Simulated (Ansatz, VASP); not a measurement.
# Two plane-wave programs on W

```xyz
3
Lattice="1.3812 0.7975 7.4244 -1.3812 0.7975 7.4244 0.0000 -1.5949 7.4244" Properties=species:S:1:pos:R:3 pbc="T T T"
W     0.0000    0.0000    0.0000
W     0.0000    0.0000    4.9520
W     0.0000    0.0000   17.3212
```

Alike in both runs: functional r2SCAN; k mesh 6 × 6 × 6; occupations gaussian, width 0.1 eV; no spin polarisation.

Ansatz relaxed the structure, and its values are those at the end. VASP's run is a single point on that final structure, the one shown.

|  | VASP | Ansatz |
| --- | --- | --- |
| version | VASP 6.6.1 | Ansatz 0.2.0 |
| potentials or method | VASP PAW PBE potentials, release 64 (W_sv), cutoff 520 eV | scalar-relativistic, plane waves, PAW |
| valence electrons in the cell | 42 | 42 |

|  | VASP | Ansatz | Ansatz less VASP |
| --- | --- | --- | --- |
| gap on the k mesh at the Fermi level (eV) | none | none | - |
| pressure (GPa) | 1.1 | 0.0 | -1.14 |
| rms of the force components (eV/Å) | 0.003 | 0.003 | +0.0004 |

VASP's potentials were made for PBE, not for r2SCAN. A gap of «none» marks a metal or a gap that the smearing closes. The functional is the same, so the differences come from potentials, cutoffs and numerics.

The k mesh is coarse, so the values compare programs but aren't converged. Spin-orbit coupling is off throughout.
